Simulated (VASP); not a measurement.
# TaAs (I4_1md) in VASP: further runs

TaAs is run at these levels: PBEsol; tasks: single point.

All numbers are computed with VASP 6.6.1; they aren't measurements. Logs are shortened: lines on timing, memory, paths and dates and some standing lists are left out, and cuts for length are marked.

## 1. The cell of the first run

The structure is tetragonal, space group I4_1md (No. 109). Conventional cell: a = 3.430 Å, b = 3.430 Å, c = 11.581 Å, α = 90.00°, β = 90.00°, γ = 90.00°. Within 3.5 Å of Ta (site symmetry 2mm) lie 6 As at 2.59 to 2.60 Å and 8 Ta at 3.37 to 3.43 Å. As (site symmetry 2mm) has 6 Ta at 2.59 to 2.60 Å and 8 As at 3.37 to 3.43 Å within 3.5 Å.

## 2. Single point, PBEsol

Contents of INCAR:

```
PREC = Accurate
ENCUT = 520
EDIFF = 1E-6
ISMEAR = -1
SIGMA = 0.15
LREAL = F
LASPH = T
NELM = 60
ALGO = Normal
ISIF = 2
LWAVE = F
LCHARG = F
GGA = PS
NBANDS = 24
```

Contents of KPOINTS:

```
Automatic mesh
0
Gamma
  18 18 18
```

Contents of POSCAR:

```
TaAs
1.0
   -1.7147910608      1.7147910608      5.7907220017
    1.7147910608     -1.7147910608      5.7907220017
    1.7147910608      1.7147910608     -5.7907220017
Ta As
2 2
Direct
    0.5003124942      1.0003124942      0.5000000000
    0.7503124942      0.7503124942      0.0000000000
    0.0822869258      0.5822869258      0.5000000000
    0.3322869258      0.3322869258      0.0000000000
```

Potentials or basis: VASP PAW PBE potentials, release 64 (Ta_pv, As).

Started as:

```
$ cat potpaw_PBE.64/Ta_pv/POTCAR potpaw_PBE.64/As/POTCAR > POTCAR
$ mpirun -np 1 vasp_std > vasp.out
```

OUTCAR:

```text
PREC = Accurate
   ENCUT = 520
   EDIFF = 1E-6
   ISMEAR = -1
   LREAL = F
   LASPH = T
   NELM = 60
   ISIF = 2
   GGA = PS

 ion  position               nearest neighbor table
   1  0.500  0.000  0.500-   4 2.59   4 2.59   3 2.60   3 2.60   3 2.60   3 2.60   2 3.37   2 3.37
                             2 3.37   2 3.37
   2  0.750  0.750  0.000-   3 2.59   3 2.59   4 2.60   4 2.60   4 2.60   4 2.60   1 3.37   1 3.37
                             1 3.37   1 3.37
   3  0.082  0.582  0.500-   2 2.59   2 2.59   1 2.60   1 2.60   1 2.60   1 2.60
   4  0.332  0.332  0.000-   1 2.59   1 2.59   2 2.60   2 2.60   2 2.60   2 2.60

  LATTYP: Found a body centered tetragonal cell.
 ALAT       =     3.4295821216
 C/A-ratio  =     3.3769256990

  Lattice vectors:

 A1 = (  -1.7147910608,   1.7147910608,   5.7907220017)
 A2 = (   1.7147910608,  -1.7147910608,   5.7907220017)
 A3 = (   1.7147910608,   1.7147910608,  -5.7907220017)

Analysis of symmetry for initial positions (statically):
=====================================================================
 Subroutine PRICEL returns:
 Original cell was already a primitive cell.

 Routine SETGRP: Setting up the symmetry group for a
 body centered tetragonal supercell.

 Subroutine GETGRP returns: Found  8 space group operations
 (whereof  4 operations were pure point group operations)
 out of a pool of 16 trial point group operations.

The static configuration has the point symmetry C_2v.
 The point group associated with its full space group is C_4v.

Analysis of symmetry for dynamics (positions and initial velocities):
=====================================================================
 Subroutine PRICEL returns:
 Original cell was already a primitive cell.

 Routine SETGRP: Setting up the symmetry group for a
 body centered tetragonal supercell.

 Subroutine GETGRP returns: Found  8 space group operations
 (whereof  4 operations were pure point group operations)
 out of a pool of 16 trial point group operations.

The dynamic configuration has the point symmetry C_2v.
 The point group associated with its full space group is C_4v.

 Subroutine INISYM returns: Found  8 space group operations
 (whereof  4 operations are pure point group operations),
 and found     1 'primitive' translations

----------------------------------------------------------------------------------------

                                     Primitive cell

  volume of cell :      68.1107

  direct lattice vectors                    reciprocal lattice vectors
    -1.714791061  1.714791061  5.790722002     0.000000000  0.291580713  0.086345019
     1.714791061 -1.714791061  5.790722002     0.291580713  0.000000000  0.086345019
     1.714791061  1.714791061 -5.790722002     0.291580713  0.291580713  0.000000000

  length of vectors
     6.278015456  6.278015456  6.278015456     0.304096653  0.304096653  0.412357399

  position of ions in fractional coordinates (direct lattice)
     0.500312494  0.000312494  0.500000000
     0.750312494  0.750312494  0.000000000
     0.082286926  0.582286926  0.500000000
     0.332286926  0.332286926  0.000000000

  ion indices of the primitive-cell ions
   primitive index   ion index
                 1           1
                 2           2
                 3           3
                 4           4

----------------------------------------------------------------------------------------

 KPOINTS: Automatic mesh

Automatic generation of k-mesh.
 Grid dimensions read from file:
 generate k-points for:   18   18   18

 Generating k-lattice:

  Cartesian coordinates                     Fractional coordinates (reciprocal lattice)
     0.000000000  0.016198928  0.004796945     0.055555556  0.000000000  0.000000000
     0.016198928  0.000000000  0.004796945     0.000000000  0.055555556  0.000000000
     0.016198928  0.016198928  0.000000000     0.000000000  0.000000000  0.055555556

  Length of vectors
     0.016894259  0.016894259  0.022908744

  Shift w.r.t. Gamma in fractional coordinates (k-lattice)
     0.000000000  0.000000000  0.000000000

 Subroutine IBZKPT returns following result:
 ===========================================

 Found    480 irreducible k-points:

 Following reciprocal coordinates:
            Coordinates               Weight
  0.000000  0.000000  0.000000      1.000000
  0.055556 -0.000000  0.000000      8.000000
  0.111111 -0.000000  0.000000      8.000000
  0.166667  0.000000 -0.000000      8.000000
  0.222222 -0.000000  0.000000      8.000000
  0.277778  0.000000 -0.000000      8.000000
[... 16 lines left out ...]
 -0.277778  0.055556  0.000000     16.000000
 -0.222222  0.055556 -0.000000     16.000000
 [... further k-points ...]
   k-points           NKPTS =    480   k-points in BZ     NKDIM =    480   number of bands    NBANDS=     24
   number of dos      NEDOS =    301   number of ions     NIONS =      4
   total plane-waves  NPLWV = 110592
   dimension x,y,z NGX =    48 NGY =   48 NGZ =   48
   dimension x,y,z NGXF=    96 NGYF=   96 NGZF=   96
   ions per type =               2   2
   NGX,Y,Z   is equivalent  to a cutoff of  12.71, 12.71, 12.71 a.u.
   NGXF,Y,Z  is equivalent  to a cutoff of  25.42, 25.42, 25.42 a.u.
 SYSTEM =  unknown system
   PREC   = accura    normal or accurate (medium, high low for compatibility)
   ISTART =      0    job   : 0-new  1-cont  2-samecut
   ICHARG =      2    charge: 1-file 2-atom 10-const
   ISPIN  =      1    spin polarized calculation?
   LNONCOLLINEAR =      F non collinear calculations
   LSORBIT =      F    spin-orbit coupling
   LASPH  =      T    aspherical Exc in radial PAW
   ENCUT  =  520.0 eV  38.22 Ry    6.18 a.u.  11.67 11.67 11.67*2*pi/ulx,y,z
   NELM   =     60;   NELMIN=  2; NELMDL= -5     # of ELM steps
   EDIFF  = 0.1E-05   stopping-criterion for ELM
   LREAL  =      F    real-space projection
   EDIFFG = 0.1E-04   stopping-criterion for IOM
   NSW    =      0    number of steps for IOM
   IBRION =     -1    ionic relax: 0-MD 1-quasi-New 2-CG
   NFREE  =      0    steps in history (QN), initial steepest desc. (CG)
   ISIF   =      2    stress and relaxation
   ISYM   =      2    0-nonsym 1-usesym 2-fastsym
   POTIM  = 0.5000    time-step for ionic-motion
   TEBEG  =    0.0;   TEEND  =   0.0 temperature during run
   PSTRESS=    0.0 pullay stress
   NELECT =      32.0000    total number of electrons
   NUPDOWN=      -1.0000    fix difference up-down
   EMIN   =  10.00;   EMAX   =-10.00  energy-range for DOS
   EFERMI =   0.00;   METHOD = LEGACY
   ISMEAR =    -1;   SIGMA  =   0.15  broadening in eV -4-tet -1-fermi 0-gaus
   EFERMI_NEDOS =   21; number of points for ismear=-14 and -15
   IALGO  =     38    algorithm
   IMIX   =      4    mixing-type and parameters
     AMIX     =   0.40;   BMIX     =  1.00
     AMIX_MAG =   1.60;   BMIX_MAG =  1.00
  volume/ion in A,a.u.               =      17.03       114.91
  Fermi-wavevector in a.u.,A,eV,Ry     =   1.272682  2.405020 22.037609  1.619719
  Thomas-Fermi vector in A             =   2.405547
   LORBIT       =      0    0 simple, 1 ext, 2 COOP (PROOUT), +10 PAW based schemes
   GGA     = PS    functional components
   LHFCALC =     F    Hartree Fock is set to
   AEXX    =    0.0000 exact exchange contribution
   IVDW    =     0    specifies the selected vdW correction
   LEPSILON=     F    determine dielectric tensor
   LRPA    =     F    only Hartree local field effects (RPA)
 non-spin polarized calculation
  energy-cutoff  :      520.00
  volume of cell :       68.11
 maximum number of plane-waves:      1851
   NGX = 23   NGY = 23   NGZ = 23

 number of electron      32.0000001 magnetization

 Free energy of the ion-electron system (eV)
  ---------------------------------------------------
  ext. energy  EPLUGINS =         0.00000000
  ---------------------------------------------------
  free energy    TOTEN  =       -37.75115869 eV

  energy without entropy =      -37.69367558  energy(sigma->0) =      -37.72241714

 E-fermi :   6.9769     XC(G=0): -12.1172

 val. band max:        6.9586995905   @ k =  -0.2222   0.2778   0.2222
 cond. band min:       6.9771307292   @ k =  -0.2222   0.5000   0.2222
 fundamental gap:      0.0184311387
 Fermi energy:         6.9768924553

 k-point     1 :       0.0000    0.0000    0.0000
  band No.  band energies     occupation
      1     -27.8554      2.00000
      2     -27.8048      2.00000
      3     -27.8048      2.00000
      4     -27.6481      2.00000
      5     -27.6481      2.00000
      6     -27.5876      2.00000
[... 16 lines left out ...]
     23      11.2118      0.00000
     24      11.2120      0.00000

 k-point     2 :       0.0556   -0.0000    0.0000
  band No.  band energies     occupation
      1     -27.8540      2.00000
      2     -27.8096      2.00000
      3     -27.8043      2.00000
      4     -27.6533      2.00000
      5     -27.6475      2.00000
      6     -27.5881      2.00000
[... 16 lines left out ...]
     23      10.9002      0.00000
     24      11.3690      0.00000

 k-point     3 :       0.1111   -0.0000    0.0000
  band No.  band energies     occupation
      1     -27.8518      2.00000
      2     -27.8213      2.00000
      3     -27.8029      2.00000
      4     -27.6676      2.00000
      5     -27.6458      2.00000
      6     -27.5899      2.00000
[... 16 lines left out ...]
     23      11.0178      0.00000
     24      11.7837      0.00000

 k-point     4 :       0.1667    0.0000   -0.0000
  band No.  band energies     occupation
      1     -27.8610      2.00000
      2     -27.8264      2.00000
      3     -27.8008      2.00000
      4     -27.6889      2.00000
      5     -27.6432      2.00000
      6     -27.5935      2.00000
[... 16 lines left out ...]
     23      11.3216      0.00000
     24      12.3405      0.00000

 k-point     5 :       0.2222   -0.0000    0.0000
  band No.  band energies     occupation
      1     -27.8864      2.00000
      2     -27.8186      2.00000
      3     -27.7981      2.00000
      4     -27.7137      2.00000
      5     -27.6399      2.00000
      6     -27.5990      2.00000
[... 16 lines left out ...]
     23      11.6047      0.00000
     24      12.9197      0.00000

 k-point     6 :       0.2778    0.0000   -0.0000
  band No.  band energies     occupation
      1     -27.9161      2.00000
      2     -27.8084      2.00000
      3     -27.7953      2.00000
      4     -27.7374      2.00000
      5     -27.6365      2.00000
      6     -27.6061      2.00000
[... 16 lines left out ...]
     23      11.7342      0.00000
     24      13.3444      0.00000
[... 379 lines left out ...]
 k-point    21 :      -0.3889    0.0556    0.0000
  band No.  band energies     occupation
      1     -27.9668      2.00000
      2     -27.8097      2.00000
      3     -27.7948      2.00000
      4     -27.7551      2.00000
      5     -27.6365      2.00000
      6     -27.6183      2.00000
[... 16 lines left out ...]
     23      11.7245      0.00000
     24      13.4993      0.00000

 k-point    22 :      -0.3333    0.0556    0.0000
  band No.  band energies     occupation
      1     -27.9436      2.00000
      2     -27.8065      2.00000
      3     -27.7949      2.00000
      4     -27.7540      2.00000
      5     -27.6387      2.00000
      6     -27.6102      2.00000
[... 16 lines left out ...]
     23      11.8477      0.00000
     24      13.3738      0.00000

 k-point    23 :      -0.2778    0.0556    0.0000
  band No.  band energies     occupation
      1     -27.9153      2.00000
      2     -27.8120      2.00000
      3     -27.7978      2.00000
      4     -27.7377      2.00000
      5     -27.6418      2.00000
      6     -27.6023      2.00000
[... 16 lines left out ...]
     23      11.9580      0.00000
     24      13.0548      0.00000

 k-point    24 :      -0.2222    0.0556   -0.0000
  band No.  band energies     occupation
      1     -27.8857      2.00000
      2     -27.8212      2.00000
      3     -27.8016      2.00000
      4     -27.7135      2.00000
      5     -27.6451      2.00000
      6     -27.5957      2.00000
[... 16 lines left out ...]
     23      11.8388      0.00000
     24      12.5779      0.00000

 [... further k-points ...]

------------------------ aborting loop because EDIFF is reached ----------------------------------------

  FORCE on cell =-STRESS in cart. coord.  units (eV):
  Direction    XX          YY          ZZ          XY          YZ          ZX
  --------------------------------------------------------------------------------------
  -------------------------------------------------------------------------------------
  Total        0.3050996      0.3050996      0.2409833      0.0000000      0.0000000      0.0000000
  in kB        7.1769029      7.1769029      5.6686867      0.0000000      0.0000000      0.0000000
  external PRESSURE =       6.6741642 kB  Pullay stress =       0.0000000 kB

 VOLUME and BASIS-vectors are now :
 -----------------------------------------------------------------------------
  energy-cutoff  :      520.00
  volume of cell :       68.11
      direct lattice vectors                 reciprocal lattice vectors
    -1.714791061  1.714791061  5.790722002     0.000000000  0.291580713  0.086345019
     1.714791061 -1.714791061  5.790722002     0.291580713  0.000000000  0.086345019
     1.714791061  1.714791061 -5.790722002     0.291580713  0.291580713  0.000000000

 POSITION                                       TOTAL-FORCE (eV/Angst)
 -----------------------------------------------------------------------------------
      0.00000      1.71479      0.00362        -0.000000      0.000000      0.002645
      0.00000      0.00000      8.68970         0.000000     -0.000000      0.002645
      1.71479      0.00000      0.95300        -0.000000      0.000000     -0.002645
      0.00000      0.00000      3.84836         0.000000     -0.000000     -0.002645
 -----------------------------------------------------------------------------------
    total drift:                                0.000000      0.000000      0.000236

  FREE ENERGIE OF THE ION-ELECTRON SYSTEM (eV)
  ---------------------------------------------------
  free  energy   TOTEN  =       -37.7511586876 eV

  energy  without entropy=      -37.6936755844  energy(sigma->0) =      -37.72241714
```

Wall time 15 min (1 thread of AMD EPYC 9R45 (Zen 5), shared host); peak memory 0.85 GiB.

Results:

| Item | Value |
| --- | --- |
| Free energy | -37.7512 eV |
| Pressure | 0.7 GPa |
| Band gap on the k mesh | zero (bands 16 and 17 overlap by 0.04 eV) |

Forces on the atoms (eV/Å):
```
Ta   0.000  0.000  0.003
Ta   0.000  0.000  0.003
As   0.000  0.000 -0.003
As   0.000  0.000 -0.003
```

Levels at points of the mesh, in eV from the Fermi level:
```tsv
k point	band 12	band 13	band 14	band 15	band 16	band 17	band 18	band 19	band 20	band 21
(0.00, 0.00, 0.00)	-2.46	-2.36	-1.92	-1.60	-1.60	0.95	1.65	2.47	3.21	3.21
(0.50, 0.00, 0.00)	-3.47	-2.45	-2.26	-1.55	-0.17	0.16	1.47	2.38	2.55	3.16
(0.50, 0.50, 0.00)	-5.11	-3.15	-3.15	-1.10	-1.10	2.90	2.90	3.21	3.21	4.01
(0.50, 0.50, 0.50)	-2.89	-2.84	-2.84	-0.88	-0.88	1.28	1.28	2.43	2.43	3.29
```

Caveat: the PAW data sets were made with another functional, which shifts forces and pressure a little; spin-orbit coupling is left out, which moves the levels of the heavy elements.

(Continued in part 2 of 2.)
